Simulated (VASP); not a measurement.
A run of VASP 6.6.1:

INCAR

```
SYSTEM = GaP
ALGO     = Normal         ! electronic algorithm
EDIFF    = 1E-7           ! SCF threshold, eV
ENCUT    = 520            ! plane-wave cutoff, eV
GGA      = PE             ! functional
ISIF     = 2              ! what is computed and relaxed
ISMEAR   = 0              ! smearing method
LASPH    = .True.         ! aspherical terms in the spheres
LCHARG   = .True.         ! write CHGCAR
LELF     = .True.         ! ELF
LREAL    = .False.        ! projectors in reciprocal space
LVHAR    = .True.       
LWAVE    = .False.        ! write WAVECAR
NBANDS   = 16             ! bands
NELM     = 80             ! most SCF steps
PREC     = Accurate       ! precision mode
SIGMA    = 0.05           ! smearing width, eV
```

KPOINTS

```
k-points
0
Gamma
  10 10 10
  0 0 0
```

POSCAR

```
GaP
1.0
    0.0000000000      2.6084344723      2.7515131564
    2.7515131564      0.0000000000      2.7515131564
    2.7515131564      2.6084344723      0.0000000000
Ga P
1 1
Direct
    0.0000000000      0.0000000000      0.0000000000
    0.7500000000      0.7500000000      0.7500000000
```

Potentials or basis: VASP PAW PBE potentials, release 64 (Ga_d, P).

Command:

```bash
$ cat potpaw_PBE.64/Ga_d/POTCAR potpaw_PBE.64/P/POTCAR > POTCAR
$ mpirun -np 1 vasp_std > vasp.out
```

Hardware: 1 thread of Intel(R) Xeon(R) 6975P-C (Granite Rapids), with other jobs on the host.

Estimate the wall time of this run.

Wall time 34 s on 1 thread of Intel(R) Xeon(R) 6975P-C (Granite Rapids), on a shared host, peak memory 0.2 GiB. Counts: scf iterations 14, k points 102.
